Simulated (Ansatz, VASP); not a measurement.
## One calculation of Al3Cl, two programs

```
Al Cl
1.0
     3.14374    0.00000    0.00000
    -1.57187    2.72255    0.00000
     0.00000    0.00000   18.29619
Al Cl
6 2
Direct
  0.33333 0.66667 0.70504
  0.00000 0.00000 0.81891
  0.66667 0.33333 0.93949
  0.66667 0.33333 0.29496
  0.00000 0.00000 0.18109
  0.33333 0.66667 0.06051
  0.66667 0.33333 0.61230
  0.33333 0.66667 0.38770
```

Alike in both runs: task relaxation of cell and atoms; functional PBE; k mesh 12 × 12 × 2; occupations gaussian, width 0.1 eV; no spin polarisation.

|  | VASP | Ansatz |
| --- | --- | --- |
| version | VASP 6.6.1 | Ansatz 0.2.0 |
| potentials or method | VASP PAW PBE potentials, release 64 (Al, Cl), cutoff 600 eV | scalar-relativistic, plane waves, PAW |
| valence electrons in the cell | 32 | 32 |

Ansatz gave:

| Quantity | Value |
| --- | --- |
| gap on the k mesh at the Fermi level, each at its own relaxed structure (eV) | none |
| relaxed volume (Å³/atom) | 19.80 |
| relaxed length of the cell vector where the two differ most in proportion (Å) | 18.077 |

Estimate VASP's values.

gap on the k mesh at the Fermi level, each at its own relaxed structure (eV): none; relaxed volume (Å³/atom): 19.46; relaxed length of the cell vector where the two differ most in proportion (Å): 17.770.

A gap of «none» marks a metal or a gap that the smearing closes.
